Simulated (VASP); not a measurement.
# Al (Fm-3m) in VASP: further runs

Runs on Al. Level: r2SCAN. Tasks: single point, relaxation of cell and atoms.

Everything below comes from runs of VASP 6.6.1. Logs are shortened: lines on timing, memory, paths and dates and some standing lists are left out, and cuts for length are marked.

## Step 1: The cell of the first run

It takes space group Fm-3m (No. 225, cubic). The conventional cell has a = 3.992 Å, b = 3.992 Å, c = 3.992 Å, α = 90.00°, β = 90.00°, γ = 90.00°. Al (site symmetry m-3m) has 12 Al at 2.82 Å within 3.7 Å.

## Step 2: Single point, r2SCAN

File POSCAR:

```
Al
1.0
    0.0000000000      1.9961199474      1.9961199474
    1.9961199474      0.0000000000      1.9961199474
    1.9961199474      1.9961199474      0.0000000000
Al
1
Direct
    0.0000000000      0.0000000000      0.0000000000
```

File INCAR.step1:

```
PREC     = Accurate       # precision mode
ENCUT    = 520            # plane-wave cutoff, eV
ISMEAR   = -1             # smearing method
SIGMA    = 0.05           # smearing width, eV
LREAL    = F              # projectors in reciprocal space
LASPH    = T              # aspherical terms in the spheres
NELM     = 100            # most SCF steps
NBANDS   = 8              # bands
GGA      = PE             # functional
ALGO     = Normal         # electronic algorithm
EDIFF    = 1E-4           # SCF threshold, eV
LWAVE    = T              # write WAVECAR
LCHARG   = F              # write CHGCAR
```

File INCAR.step2:

```
PREC     = Accurate       # precision mode
ENCUT    = 520            # plane-wave cutoff, eV
EDIFF    = 1E-6           # SCF threshold, eV
ISMEAR   = -1             # smearing method
SIGMA    = 0.05           # smearing width, eV
LREAL    = F              # projectors in reciprocal space
LASPH    = T              # aspherical terms in the spheres
NELM     = 100            # most SCF steps
ALGO     = Normal         # electronic algorithm
ISIF     = 2              # what is computed and relaxed
LWAVE    = F              # write WAVECAR
LCHARG   = T              # write CHGCAR
METAGGA  = R2SCAN         # meta-GGA
LMIXTAU  = T            
LELF     = T              # ELF
LVHAR    = T            
NBANDS   = 8              # bands
ISTART   = 1
```

File KPOINTS:

```
Automatic mesh
0
Gamma
  18 18 18
```

Potentials or basis: VASP PAW PBE potentials, release 64 (Al).

Run with:

```sh
$ cat potpaw_PBE.64/Al/POTCAR > POTCAR
$ cp INCAR.step1 INCAR
$ mpirun -np 1 vasp_std > vasp.out
$ cp INCAR.step2 INCAR
$ mpirun -np 1 vasp_std > vasp.out
```

OUTCAR:

```text
PREC = Accurate
   ENCUT = 520
   EDIFF = 1E-6
   ISMEAR = -1
   LREAL = F
   LASPH = T
   NELM = 100
   ISIF = 2
   METAGGA = R2SCAN
   ISTART = 1

 ion  position               nearest neighbor table
   1  0.000  0.000  0.000-

  LATTYP: Found a face centered cubic cell.
 ALAT       =     3.9922398948

  Lattice vectors:

 A1 = (   0.0000000000,   1.9961199474,   1.9961199474)
 A2 = (   1.9961199474,   0.0000000000,   1.9961199474)
 A3 = (   1.9961199474,   1.9961199474,   0.0000000000)

Analysis of symmetry for initial positions (statically):
=====================================================================
 Subroutine PRICEL returns:
 Original cell was already a primitive cell.

 Routine SETGRP: Setting up the symmetry group for a
 face centered cubic supercell.

 Subroutine GETGRP returns: Found 48 space group operations
 (whereof 48 operations were pure point group operations)
 out of a pool of 48 trial point group operations.

The static configuration has the point symmetry O_h .

Analysis of symmetry for dynamics (positions and initial velocities):
=====================================================================
 Subroutine PRICEL returns:
 Original cell was already a primitive cell.

 Routine SETGRP: Setting up the symmetry group for a
 face centered cubic supercell.

 Subroutine GETGRP returns: Found 48 space group operations
 (whereof 48 operations were pure point group operations)
 out of a pool of 48 trial point group operations.

The dynamic configuration has the point symmetry O_h .

 Subroutine INISYM returns: Found 48 space group operations
 (whereof 48 operations are pure point group operations),
 and found     1 'primitive' translations

----------------------------------------------------------------------------------------

                                     Primitive cell

  volume of cell :      15.9071

  direct lattice vectors                    reciprocal lattice vectors
     0.000000000  1.996119947  1.996119947    -0.250485949  0.250485949  0.250485949
     1.996119947  0.000000000  1.996119947     0.250485949 -0.250485949  0.250485949
     1.996119947  1.996119947  0.000000000     0.250485949  0.250485949 -0.250485949

  length of vectors
     2.822939902  2.822939902  2.822939902     0.433854391  0.433854391  0.433854391

  position of ions in fractional coordinates (direct lattice)
     0.000000000  0.000000000  0.000000000

  ion indices of the primitive-cell ions
   primitive index   ion index
                 1           1

----------------------------------------------------------------------------------------

 KPOINTS: Automatic mesh

Automatic generation of k-mesh.
 Grid dimensions read from file:
 generate k-points for:   18   18   18

 Generating k-lattice:

  Cartesian coordinates                     Fractional coordinates (reciprocal lattice)
    -0.013915886  0.013915886  0.013915886     0.055555556  0.000000000  0.000000000
     0.013915886 -0.013915886  0.013915886     0.000000000  0.055555556  0.000000000
     0.013915886  0.013915886 -0.013915886     0.000000000  0.000000000  0.055555556

  Length of vectors
     0.024103022  0.024103022  0.024103022

  Shift w.r.t. Gamma in fractional coordinates (k-lattice)
     0.000000000  0.000000000  0.000000000

 Subroutine IBZKPT returns following result:
 ===========================================

 Found    195 irreducible k-points:

 Following reciprocal coordinates:
            Coordinates               Weight
  0.000000  0.000000  0.000000      1.000000
  0.055556  0.000000  0.000000      8.000000
  0.111111  0.000000  0.000000      8.000000
  0.166667  0.000000  0.000000      8.000000
  0.222222  0.000000  0.000000      8.000000
  0.277778  0.000000  0.000000      8.000000
[... 16 lines left out ...]
 -0.277778  0.055556  0.000000     24.000000
 -0.222222  0.055556  0.000000     24.000000
 [... further k-points ...]
   k-points           NKPTS =    195   k-points in BZ     NKDIM =    195   number of bands    NBANDS=      8
   number of dos      NEDOS =    301   number of ions     NIONS =      1
   total plane-waves  NPLWV =  13824
   dimension x,y,z NGX =    24 NGY =   24 NGZ =   24
   dimension x,y,z NGXF=    48 NGYF=   48 NGZF=   48
   ions per type =               1
   NGX,Y,Z   is equivalent  to a cutoff of  14.13, 14.13, 14.13 a.u.
   NGXF,Y,Z  is equivalent  to a cutoff of  28.27, 28.27, 28.27 a.u.
 SYSTEM =  unknown system
   PREC   = accura    normal or accurate (medium, high low for compatibility)
   ISTART =      1    job   : 0-new  1-cont  2-samecut
   ICHARG =      0    charge: 1-file 2-atom 10-const
   ISPIN  =      1    spin polarized calculation?
   LNONCOLLINEAR =      F non collinear calculations
   LSORBIT =      F    spin-orbit coupling
   LASPH  =      T    aspherical Exc in radial PAW
   ENCUT  =  520.0 eV  38.22 Ry    6.18 a.u.   5.25  5.25  5.25*2*pi/ulx,y,z
   NELM   =    100;   NELMIN=  2; NELMDL=  0     # of ELM steps
   EDIFF  = 0.1E-05   stopping-criterion for ELM
   LREAL  =      F    real-space projection
   EDIFFG = 0.1E-04   stopping-criterion for IOM
   NSW    =      0    number of steps for IOM
   IBRION =     -1    ionic relax: 0-MD 1-quasi-New 2-CG
   NFREE  =      0    steps in history (QN), initial steepest desc. (CG)
   ISIF   =      2    stress and relaxation
   ISYM   =      2    0-nonsym 1-usesym 2-fastsym
   POTIM  = 0.5000    time-step for ionic-motion
   TEBEG  =    0.0;   TEEND  =   0.0 temperature during run
   PSTRESS=    0.0 pullay stress
   NELECT =       3.0000    total number of electrons
   NUPDOWN=      -1.0000    fix difference up-down
   EMIN   =  10.00;   EMAX   =-10.00  energy-range for DOS
   EFERMI =   0.00;   METHOD = LEGACY
   ISMEAR =    -1;   SIGMA  =   0.05  broadening in eV -4-tet -1-fermi 0-gaus
   EFERMI_NEDOS =   21; number of points for ismear=-14 and -15
   IALGO  =     38    algorithm
   IMIX   =      4    mixing-type and parameters
     AMIX     =   0.40;   BMIX     =  1.00
     AMIX_MAG =   1.60;   BMIX_MAG =  1.00
  volume/ion in A,a.u.               =      15.91       107.35
  Fermi-wavevector in a.u.,A,eV,Ry     =   0.938826  1.774125 11.992107  0.881395
  Thomas-Fermi vector in A             =   2.066077
   LORBIT       =      0    0 simple, 1 ext, 2 COOP (PROOUT), +10 PAW based schemes
   METAGGA = R2SCAN    functional components
   LHFCALC =     F    Hartree Fock is set to
   AEXX    =    0.0000 exact exchange contribution
   IVDW    =     0    specifies the selected vdW correction
   LEPSILON=     F    determine dielectric tensor
   LRPA    =     F    only Hartree local field effects (RPA)
 non-spin polarized calculation
  energy-cutoff  :      520.00
  volume of cell :       15.91
 maximum number of plane-waves:       444
 NGX is ok and might be reduce to    24
   NGX = 11   NGY = 11   NGZ = 11

 number of electron       3.0000000 magnetization

 Free energy of the ion-electron system (eV)
  ---------------------------------------------------
  ext. energy  EPLUGINS =         0.00000000
  ---------------------------------------------------
  free energy    TOTEN  =        -6.73771403 eV

  energy without entropy =       -6.73389532  energy(sigma->0) =       -6.73580467

 E-fermi :   8.4065     XC(G=0): -11.0426

 val. band max:        8.3920532002   @ k =  -0.3333   0.4444   0.1111
 cond. band min:       8.4419147585   @ k =  -0.3333   0.3889   0.0556
 fundamental gap:      0.0498615583
 Fermi energy:         8.4065429202

 k-point     1 :       0.0000    0.0000    0.0000
  band No.  band energies     occupation
      1      -3.6966      2.00000
      2      21.9339      0.00000
      3      21.9339      0.00000
      4      21.9339      0.00000
      5      24.1351      0.00000
      6      24.1352      0.00000
      7      24.1352      0.00000
      8      26.0326      0.00000

 k-point     2 :       0.0556    0.0000    0.0000
  band No.  band energies     occupation
      1      -3.6053      2.00000
      2      20.4030      0.00000
      3      21.6776      0.00000
      4      21.6776      0.00000
      5      24.5376      0.00000
      6      24.5376      0.00000
      7      24.5890      0.00000
      8      27.0430      0.00000

 k-point     3 :       0.1111    0.0000    0.0000
  band No.  band energies     occupation
      1      -3.3317      2.00000
      2      18.0213      0.00000
      3      21.1985      0.00000
      4      21.1985      0.00000
      5      24.5628      0.00000
      6      25.4339      0.00000
      7      25.4339      0.00000
      8      27.7640      0.00000

 k-point     4 :       0.1667    0.0000    0.0000
  band No.  band energies     occupation
      1      -2.8768      2.00000
      2      15.6051      0.00000
      3      20.7538      0.00000
      4      20.7538      0.00000
      5      24.3491      0.00000
      6      26.0649      0.00000
      7      26.0649      0.00000
      8      27.0540      0.00000

 k-point     5 :       0.2222    0.0000    0.0000
  band No.  band energies     occupation
      1      -2.2425      2.00000
      2      13.2666      0.00000
      3      20.4188      0.00000
      4      20.4188      0.00000
      5      24.1409      0.00000
      6      25.0692      0.00000
      7      25.0692      0.00000
      8      28.2064      0.00000

 k-point     6 :       0.2778    0.0000    0.0000
  band No.  band energies     occupation
      1      -1.4313      2.00000
      2      11.0425      0.00000
      3      20.2165      0.00000
      4      20.2165      0.00000
      5      23.9731      0.00000
      6      23.9731      0.00000
      7      24.0146      0.00000
      8      28.3230      0.00000

 k-point     7 :       0.3333    0.0000    0.0000
  band No.  band energies     occupation
      1      -0.4463      2.00000
      2       8.9504      0.00004
      3      20.1549      0.00000
      4      20.1549      0.00000
      5      22.9949      0.00000
      6      22.9949      0.00000
      7      24.0091      0.00000
      8      27.3259      0.00000
[... 133 lines left out ...]
 k-point    20 :      -0.4444    0.0556    0.0000
  band No.  band energies     occupation
      1       2.5648      2.00000
      2       4.7324      2.00000
      3      18.7636      0.00000
      4      20.0372      0.00000
      5      21.6524      0.00000
      6      21.9626      0.00000
      7      25.2949      0.00000
      8      26.4100      0.00000

 k-point    21 :      -0.3889    0.0556    0.0000
  band No.  band energies     occupation
      1       1.2072      2.00000
      2       6.4607      2.00000
      3      18.4789      0.00000
      4      20.6729      0.00000
      5      21.6806      0.00000
      6      22.3038      0.00000
      7      24.9588      0.00000
      8      27.0838      0.00000

 k-point    22 :      -0.3333    0.0556    0.0000
  band No.  band energies     occupation
      1      -0.0010      2.00000
      2       8.3559      1.46697
      3      18.3469      0.00000
      4      21.3479      0.00000
      5      21.6591      0.00000
      6      23.1018      0.00000
      7      24.7680      0.00000
      8      27.8899      0.00000

 k-point    23 :      -0.2778    0.0556    0.0000
  band No.  band energies     occupation
      1      -1.0424      2.00000
      2      10.3969      0.00000
      3      18.3689      0.00000
      4      21.4786      0.00000
      5      22.4746      0.00000
      6      24.0199      0.00000
      7      24.7397      0.00000
      8      28.7478      0.00000

 k-point    24 :      -0.2222    0.0556    0.0000
  band No.  band energies     occupation
      1      -1.9114      2.00000
      2      12.5707      0.00000
      3      18.5446      0.00000
      4      21.6196      0.00000
      5      23.5533      0.00000
      6      24.6869      0.00000
      7      25.2100      0.00000
      8      27.5554      0.00000

 [... further k-points ...]
[... 5 lines left out ...]
  --------------------------------------------------------------------------------------
  -------------------------------------------------------------------------------------
  Total       -0.0321195     -0.0321195     -0.0321195     -0.0000000     -0.0000000      0.0000000
  in kB       -3.2351131     -3.2351131     -3.2351131     -0.0000000     -0.0000000      0.0000000
  external PRESSURE =      -3.2351131 kB  Pullay stress =       0.0000000 kB

 VOLUME and BASIS-vectors are now :
 -----------------------------------------------------------------------------
  energy-cutoff  :      520.00
  volume of cell :       15.91
      direct lattice vectors                 reciprocal lattice vectors
     0.000000000  1.996119947  1.996119947    -0.250485949  0.250485949  0.250485949
     1.996119947  0.000000000  1.996119947     0.250485949 -0.250485949  0.250485949
     1.996119947  1.996119947  0.000000000     0.250485949  0.250485949 -0.250485949

 POSITION                                       TOTAL-FORCE (eV/Angst)
 -----------------------------------------------------------------------------------
      0.00000      0.00000      0.00000         0.000000      0.000000      0.000000
 -----------------------------------------------------------------------------------
    total drift:                               -0.000000     -0.000000      0.000000

  FREE ENERGIE OF THE ION-ELECTRON SYSTEM (eV)
  ---------------------------------------------------
  free  energy   TOTEN  =        -6.7377140261 eV

  energy  without entropy=       -6.7338953224  energy(sigma->0) =       -6.73580467
```

Wall time 27 s (1 thread of Intel Xeon 6975P-C (Granite Rapids), shared host); peak memory 0.15 GiB.

Results:

```
Free energy            : -6.7377 eV
Pressure               : -0.3 GPa
Band gap on the k mesh : zero (an odd number of electrons rules out a gap without spin polarisation)
```

Levels at points of the mesh, in eV from the Fermi level:
| k point | band 1 | band 2 | band 3 | band 4 |
| --- | --- | --- | --- | --- |
| (0.00, 0.00, 0.00) | -12.10 | 13.53 | 13.53 | 13.53 |
| (0.50, 0.00, 0.00) | -5.15 | -4.59 | 12.25 | 12.25 |
| (0.50, 0.50, 0.00) | -3.25 | -1.67 | 5.47 | 6.18 |

Caveat: the PAW data sets were made with another functional, which shifts forces and pressure a little.

## Step 3: Relaxation of cell and atoms, r2SCAN

This run uses another cell than the first one, of 16.60 Å³/atom.

File POSCAR:

```
Al
1.0
    0.0000000000      2.0248050000      2.0248050000
    2.0248050000      0.0000000000      2.0248050000
    2.0248050000      2.0248050000      0.0000000000
Al
1
Direct
    0.0000000000      0.0000000000      0.0000000000
```

File INCAR.step1:

```
  ALGO = Normal
  EDIFF = 1E-4
  ENCUT = 600
  GGA = PE
  ISMEAR = -1
  LASPH = True
  LCHARG = False
  LREAL = False
  LWAVE = True
  NELM = 80
  PREC = Accurate
  SIGMA = 0.05
```

File INCAR.step2:

```
  ALGO = Normal
  EDIFF = 1E-6
  EDIFFG = -0.02
  ENCUT = 600
  IBRION = 2
  ISIF = 3
  ISMEAR = -1
  ISTART = 1
  LASPH = True
  LCHARG = False
  LMIXTAU = True
  LREAL = False
  LWAVE = False
  METAGGA = R2SCAN
  NELM = 80
  NSW = 80
  PREC = Accurate
  SIGMA = 0.05
```

File KPOINTS:

```
k-points
0
Gamma
  18 18 18
```

Potentials or basis: VASP PAW PBE potentials, release 64 (Al).

Run with:

```sh
$ cat potpaw_PBE.64/Al/POTCAR > POTCAR
$ cp INCAR.step1 INCAR
$ mpirun -np 1 vasp_std > vasp.out
$ cp INCAR.step2 INCAR
$ mpirun -np 1 vasp_std > vasp.out
```

OUTCAR:

```text
EDIFF = 1E-6
   EDIFFG = -0.02
   ENCUT = 600
   IBRION = 2
   ISIF = 3
   ISMEAR = -1
   ISTART = 1
   LASPH = True
   LREAL = False
   METAGGA = R2SCAN
   NELM = 80
   NSW = 80
   PREC = Accurate

 ion  position               nearest neighbor table
   1  0.000  0.000  0.000-

  LATTYP: Found a face centered cubic cell.
 ALAT       =     4.0496100000

  Lattice vectors:

 A1 = (   0.0000000000,   2.0248050000,   2.0248050000)
 A2 = (   2.0248050000,   0.0000000000,   2.0248050000)
 A3 = (   2.0248050000,   2.0248050000,   0.0000000000)

Analysis of symmetry for initial positions (statically):
=====================================================================
 Subroutine PRICEL returns:
 Original cell was already a primitive cell.

[... 241 lines left out ...]
  ext. energy  EPLUGINS =         0.00000000
  ---------------------------------------------------
  free energy    TOTEN  =        -6.73772696 eV

  energy without entropy =       -6.73394182  energy(sigma->0) =       -6.73583439

 E-fermi :   8.4492     XC(G=0): -11.0575

 val. band max:        8.4412149298   @ k =  -0.3333   0.4444   0.1111
 cond. band min:       8.4907792707   @ k =  -0.3333   0.3889   0.0556
 fundamental gap:      0.0495643409
 Fermi energy:         8.4492426354

 k-point     1 :       0.0000    0.0000    0.0000
  band No.  band energies     occupation
      1      -3.6829      2.00000
      2      21.9991      0.00000
      3      21.9991      0.00000
      4      21.9991      0.00000
      5      24.2339      0.00000
[... 177 lines left out ...]
 k-point    24 :      -0.2222    0.0556    0.0000
  band No.  band energies     occupation
      1      -1.8933      2.00000
      2      12.6223      0.00000
      3      18.6127      0.00000
      4      21.6929      0.00000
      5      23.6352      0.00000

 [... further k-points ...]
[... 5 lines left out ...]
  --------------------------------------------------------------------------------------
  -------------------------------------------------------------------------------------
  Total        0.0031760      0.0031760      0.0031760      0.0000000      0.0000000      0.0000000
  in kB        0.3211649      0.3211649      0.3211649      0.0000000      0.0000000      0.0000000
  external PRESSURE =       0.3211649 kB  Pullay stress =       0.0000000 kB
[... 16 lines left out ...]
  FREE ENERGIE OF THE ION-ELECTRON SYSTEM (eV)
  ---------------------------------------------------
  free  energy   TOTEN  =        -6.7377269645 eV

  energy  without entropy=       -6.7339418234  energy(sigma->0) =       -6.73583439

 reached required accuracy - stopping structural energy minimisation
```

It took 44 s on 1 thread of Intel Xeon 6975P-C (Granite Rapids), shared host; peak memory 0.16 GiB.

Results:

* Free energy: -6.7377 eV
* Relaxed volume: 15.84 Å³/atom
* Relaxed cell: a = 2.819 Å, b = 2.819 Å, c = 2.819 Å, α = 60.00°, β = 60.00°, γ = 60.00°
* Space group after relaxing (to 0.1 Å): Fm-3m (No. 225)
* Energy gained by relaxing: 9.6 meV/atom
* Ionic steps: 3
* Pressure after relaxing: 0.0 GPa
* Band gap on the k mesh: zero (an odd number of electrons rules out a gap without spin polarisation)

Step by step:
```csv
step,energy change (eV),largest force (eV/Å),pressure (GPa),volume (Å³)
1,0.0000,0.0000,-3.86,16.60
2,-0.0090,0.0000,1.15,15.66
3,-0.0096,0.0000,0.03,15.84
```

Final structure:
```cif
data_structure
_symmetry_space_group_name_H-M 'P 1'
_symmetry_Int_Tables_number 1
_cell_length_a 2.8192
_cell_length_b 2.8192
_cell_length_c 2.8192
_cell_angle_alpha 60.000
_cell_angle_beta 60.000
_cell_angle_gamma 60.000
_cell_volume 15.84
loop_
_atom_site_label
_atom_site_type_symbol
_atom_site_fract_x
_atom_site_fract_y
_atom_site_fract_z
_atom_site_occupancy
Al1 Al 0.00000 0.00000 0.00000 1
```

Caveat: the PAW data sets were made with another functional, which shifts forces and pressure a little.
